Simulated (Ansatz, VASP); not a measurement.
**Two plane-wave programs on NiO**

```
Ni O
1.0
     0.00000    2.08500    2.08500
     2.08500    0.00000    2.08500
     2.08500    2.08500    0.00000
Ni O
1 1
Direct
  0.00000 0.00000 0.00000
  0.50000 0.50000 0.50000
```

Alike in both runs: task single point; functional r2SCAN; k mesh 3 × 3 × 3; collinear spin.

```csv
,VASP,Ansatz
version,VASP 6.6.1,Ansatz development build ahead of 0.2.0
potentials or method,"VASP PAW PBE potentials, release 64 (Ni, O)","norm-conserving potentials, plane waves, scalar-relativistic"
plane-wave cutoff (eV),660,1400
occupations,"fermi-dirac, width 0.1 eV",fermi-dirac
```

```csv
,VASP,Ansatz,Ansatz less VASP
net moment per atom (μB),1.00,1.00,+0.001
size of the moment on the site where the two differ most (μB),1.69,1.66,-0.027
```

VASP's potentials were made for PBE, not for r2SCAN. Site moments also hang on the region over which each program counts them. Ansatz's warnings: stability check not made.

The k mesh is coarse, so the values compare programs but aren't converged.
